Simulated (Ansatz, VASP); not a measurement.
## WSe2 in VASP and in Ansatz

```
CELL_PARAMETERS angstrom
3.39103 0.08695 0.15064
-1.62021 2.86332 -0.06138
0.75629 0.08079 16.35037
ATOMIC_POSITIONS crystal
W 0.99940 0.99850 0.99758
Se 0.31319 0.66791 0.10484
Se 0.35407 0.66692 0.89758
```

Change from the starting cell: all atoms moved at random (sigma 0.1 Å a component), cell strained at random (sigma 0.05).

Alike in both runs: task single point; functional r2SCAN; k mesh 12 × 12 × 2; occupations gaussian, width 0.05 eV; no spin polarisation.

```csv
,VASP,Ansatz
version,VASP 6.6.1,Ansatz 0.2.0
potentials or method,"VASP PAW PBE potentials, release 64 (W_sv, Se), cutoff 520 eV","scalar-relativistic, plane waves, PAW"
valence electrons in the cell,26,46
```

VASP gave:

* gap on the k mesh at the Fermi level (eV): 1.49
* least direct gap on the mesh (eV): 1.49
* rms of the force components (eV/Å): 0.831

**Question.** What did Ansatz give for the same quantities?

**Answer.** gap on the k mesh at the Fermi level (eV): 1.49; least direct gap on the mesh (eV): 1.49; rms of the force components (eV/Å): 0.835.

VASP's potentials were made for PBE, not for r2SCAN. Atom by atom the forces differ by 0.017 eV/Å (rms over components). With one functional, cell and mesh, what is left measures potentials, basis and numerics. VASP's potentials hold 26 valence electrons a cell and Ansatz's 46, so a difference there can come from the potentials and not from the codes.

Neither program's run includes spin-orbit coupling.
